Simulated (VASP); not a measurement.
# NiO (Fm-3m) in VASP: a series of runs, part 2 of 2

VASP 6.6.1.

### Step 3. Single point, LDA+U, collinear spin, ferromagnetic start

INCAR reads:

```
PREC = Accurate ; ENCUT = 520
EDIFF = 1E-6 ; ISMEAR = 0
SIGMA = 0.05 ; LREAL = False
LASPH = True ; NELM = 150
ALGO = Normal ; ISIF = 2
LWAVE = False ; LCHARG = False
ISPIN = 2 ; MAGMOM = 1.85 0.26
LORBIT = 11 ; NUPDOWN = 2.0
LMAXMIX = 4 ; LDAU = True
LDAUTYPE = 1 ; LDAUL = 2 -1
LDAUU = 6 0 ; LDAUJ = 0.9 0
LDAUPRINT = 1 ; NBANDS = 19
```

KPOINTS reads:

```
Automatic mesh
0
Gamma
  8 8 8
```

POSCAR reads:

```
NiO
1.0
    0.0000000000      2.0913095100      2.0913095100
    2.0913095100      0.0000000000      2.0913095100
    2.0913095100      2.0913095100      0.0000000000
Ni O
1 1
Direct
    0.0000000000      0.0000000000      0.0000000000
    0.5000000000      0.5000000000      0.5000000000
```

Potentials or basis: VASP PAW LDA potentials, release 64 (Ni, O).

On the command line:

```bash
cat potpaw_LDA.64/Ni/POTCAR potpaw_LDA.64/O/POTCAR > POTCAR
mpirun -np 1 vasp_std > vasp.out
```

OUTCAR:

```text
PREC = Accurate
   ENCUT = 520
   EDIFF = 1E-6
   ISMEAR = 0
   LREAL = False
   LASPH = True
   NELM = 150
   ISIF = 2
   ISPIN = 2
   LORBIT = 11
   NUPDOWN = 2.0

 ion  position               nearest neighbor table
   1  0.000  0.000  0.000-   2 2.09   2 2.09   2 2.09   2 2.09   2 2.09   2 2.09
   2  0.500  0.500  0.500-   1 2.09   1 2.09   1 2.09   1 2.09   1 2.09   1 2.09

  LATTYP: Found a face centered cubic cell.
 ALAT       =     4.1826190200

  Lattice vectors:

 A1 = (   0.0000000000,   2.0913095100,   2.0913095100)
 A2 = (   2.0913095100,   0.0000000000,   2.0913095100)
 A3 = (   2.0913095100,   2.0913095100,   0.0000000000)

Analysis of symmetry for initial positions (statically):
=====================================================================
 Subroutine PRICEL returns:
 Original cell was already a primitive cell.

 Routine SETGRP: Setting up the symmetry group for a
 face centered cubic supercell.

 Subroutine GETGRP returns: Found 48 space group operations
 (whereof 48 operations were pure point group operations)
 out of a pool of 48 trial point group operations.

The static configuration has the point symmetry O_h .

Analysis of symmetry for dynamics (positions and initial velocities):
=====================================================================
 Subroutine PRICEL returns:
 Original cell was already a primitive cell.

 Routine SETGRP: Setting up the symmetry group for a
 face centered cubic supercell.

 Subroutine GETGRP returns: Found 48 space group operations
 (whereof 48 operations were pure point group operations)
 out of a pool of 48 trial point group operations.

The dynamic configuration has the point symmetry O_h .

Analysis of structural, dynamic, and magnetic symmetry:
[... 183 lines left out ...]
  o =  0.9794  v =  0.0000  0.0000  0.0000  0.0000  0.0000  1.0000  0.0000  0.0000  0.0000  0.0000      0.0000  0.0000  0.0000  0.0000  0.0000  0.0000  0.0000  0.0000  0.0000  0.0000
  o =  1.0358  v =  0.0000  0.0000  0.9994  0.0000 -0.0337  0.0000  0.0000  0.0000  0.0000  0.0000      0.0000  0.0000  0.0000  0.0000  0.0000  0.0000  0.0000  0.0000  0.0000  0.0000
  o =  1.0358  v =  0.0000  0.0000 -0.0337  0.0000 -0.9994  0.0000  0.0000  0.0000  0.0000  0.0000      0.0000  0.0000  0.0000  0.0000  0.0000  0.0000  0.0000  0.0000  0.0000  0.0000

 number of electron      16.0000005 magnetization       1.9999998

 Free energy of the ion-electron system (eV)
  ---------------------------------------------------
  ext. energy  EPLUGINS =         0.00000000
  ---------------------------------------------------
  free energy    TOTEN  =       -12.12536776 eV

  energy without entropy =      -12.12536776  energy(sigma->0) =      -12.12536776

 E-fermi :   5.6920     XC(G=0): -13.1304

 val. band max:        6.5427123017   @ k =   0.5000   0.0000   0.0000
 cond. band min:       8.2564397305   @ k =   0.0000   0.0000   0.0000
 fundamental gap:      1.7137274288
 Fermi energy:         6.9071194206

 spin component 1

 k-point     1 :       0.0000    0.0000    0.0000
  band No.  band energies     occupation
      1     -12.2286      1.00000
      2       0.7668      1.00000
      3       0.7668      1.00000
      4       2.2574      1.00000
      5       2.2574      1.00000
      6       2.2574      1.00000
[... 1049 lines left out ...]
     18      38.4521      0.00000
     19      39.5129      0.00000

 [... further k-points ...]
[... 5 lines left out ...]
  --------------------------------------------------------------------------------------
  -------------------------------------------------------------------------------------
  Total       -1.7803207     -1.7803207     -1.7803207      0.0000000      0.0000000     -0.0000000
  in kB     -155.9279191   -155.9279191   -155.9279191      0.0000000      0.0000000     -0.0000000
  external PRESSURE =    -155.9279191 kB  Pullay stress =       0.0000000 kB

 VOLUME and BASIS-vectors are now :
 -----------------------------------------------------------------------------
  energy-cutoff  :      520.00
  volume of cell :       18.29
      direct lattice vectors                 reciprocal lattice vectors
     0.000000000  2.091309510  2.091309510    -0.239084649  0.239084649  0.239084649
     2.091309510  0.000000000  2.091309510     0.239084649 -0.239084649  0.239084649
     2.091309510  2.091309510  0.000000000     0.239084649  0.239084649 -0.239084649

 POSITION                                       TOTAL-FORCE (eV/Angst)
 -----------------------------------------------------------------------------------
      0.00000      0.00000      0.00000         0.000000      0.000000      0.000000
      2.09131      2.09131      2.09131        -0.000000     -0.000000     -0.000000
 -----------------------------------------------------------------------------------
    total drift:                                0.000000     -0.000000     -0.000000

  FREE ENERGIE OF THE ION-ELECTRON SYSTEM (eV)
  ---------------------------------------------------
  free  energy   TOTEN  =       -12.1253677585 eV

  energy  without entropy=      -12.1253677585  energy(sigma->0) =      -12.12536776

 total charge

# of ion       s       p       d       tot
------------------------------------------
    1        0.349   0.428   8.238   9.015
    2        1.534   3.447   0.000   4.981
--------------------------------------------------
tot          1.883   3.875   8.238  13.996

 magnetization (x)

# of ion       s       p       d       tot
------------------------------------------
    1        0.010   0.014   1.743   1.767
    2        0.020   0.190   0.000   0.210
--------------------------------------------------
tot          0.030   0.204   1.743   1.977
```

OSZICAR:

```text
N       E                     dE             d eps       ncg     rms          rms(c)
DAV:   1     0.867166037005E+02    0.86717E+02   -0.71649E+03  2343   0.105E+03
DAV:   2    -0.643357858825E+01   -0.93150E+02   -0.83494E+02  2295   0.240E+02
DAV:   3    -0.120749988524E+02   -0.56414E+01   -0.55036E+01  2507   0.589E+01
DAV:   4    -0.121249173185E+02   -0.49918E-01   -0.49890E-01  2449   0.549E+00
DAV:   5    -0.121255070579E+02   -0.58974E-03   -0.58971E-03  2448   0.575E-01    0.154E+01
DAV:   6    -0.120339690703E+02    0.91538E-01   -0.13610E+01  2392   0.661E+01    0.191E+01
DAV:   7    -0.119091874239E+02    0.12478E+00   -0.12525E+00  2472   0.275E+01    0.914E+00
DAV:   8    -0.120580986806E+02   -0.14891E+00   -0.16825E-01  2625   0.425E+00    0.556E+00
DAV:   9    -0.121195560471E+02   -0.61457E-01   -0.36589E-02  2637   0.634E+00    0.505E-01
DAV:  10    -0.121251948441E+02   -0.56388E-02   -0.20362E-02  2533   0.177E+00    0.443E-01
DAV:  11    -0.121250451455E+02    0.14970E-03   -0.22131E-03  2644   0.987E-01    0.132E-01
DAV:  12    -0.121253179708E+02   -0.27283E-03   -0.25721E-04  2366   0.426E-01    0.522E-02
DAV:  13    -0.121253648132E+02   -0.46842E-04   -0.64656E-05  2922   0.174E-01    0.142E-02
DAV:  14    -0.121253677976E+02   -0.29844E-05   -0.18298E-05  2427   0.380E-02    0.500E-03
DAV:  15    -0.121253677585E+02    0.39082E-07   -0.35214E-07  1342   0.703E-03
   1 F= -.12125368E+02 E0= -.12125368E+02  d E =-.238305E-15  mag=     2.0000
```

It took 12 s on 1 thread of Intel Xeon 6975P-C, shared host; peak memory 0.14 GiB.

Results:

```
Free energy                                           : -12.1254 eV
Pressure                                              : -15.6 GPa
Net moment                                            : 2.00 μB per cell
Site moments                                          : Ni +1.77; O +0.21 μB
Valence electrons inside the program's atomic spheres : Ni 9.02; O 4.98
```

Eigenvalues of the final occupation matrices:
```csv
site,spin,trace,eigenvalues
site 1 d,1,5.01,0.98 0.98 0.98 1.04 1.04
site 1 d,2,3.26,0.16 0.16 0.98 0.98 0.98
```

Caveat: the total moment is fixed, so each spin has its own Fermi level; a cell with one magnetic atom can't hold antiferromagnetic order, which such compounds often take. The state reached can hang on the start; a lower one may exist.
